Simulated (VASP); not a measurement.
Crystal: Si2Ni.

```
CELL_PARAMETERS angstrom
0.00000 2.56390 2.56390
2.56390 0.00000 2.56390
2.56390 2.56390 0.00000
ATOMIC_POSITIONS crystal
Si 0.25000 0.25000 0.25000
Si 0.75000 0.75000 0.75000
Ni 0.00000 0.00000 0.00000
```

Base run:

```yaml
Program: VASP 6.6.1
Functional: LDA
Potentials_or_basis: VASP PAW LDA potentials, release 64 (Si, Ni)
Cutoff: 520 eV
k_mesh: 14 × 14 × 14
Occupations: gaussian, width 0.15 eV
Spin: collinear spin, ferromagnetic start
Starting_moments: "[0.0, 0.0, 0.375] μB"
Fixed_moment: 0.375 μB
```

Its results: pressure 30.1 GPa; site moments Si +0.05; Ni +0.18 μB.

After a change of settings the same cell gave: pressure 34.6 GPa; site moments Si +0.13; Ni +0.45 μB. Which change was it?
A. fixed moment from 0.375 μB to 0.625 μB; moments at the start from [0.0, 0.0, 0.38] to [0.0, 0.0, 0.62]
B. fixed moment from 0.375 μB to 1 μB; moments at the start from [0.0, 0.0, 0.38] to [0.0, 0.0, 1.0]
C. fixed moment from 0.375 μB to 0.875 μB; moments at the start from [0.0, 0.0, 0.38] to [0.0, 0.0, 0.88]
D. fixed moment from 0.375 μB to 0.75 μB; moments at the start from [0.0, 0.0, 0.38] to [0.0, 0.0, 0.75]

B.

Caveats: the cell stands under pressure; the total moment is fixed, so each spin has its own Fermi level.
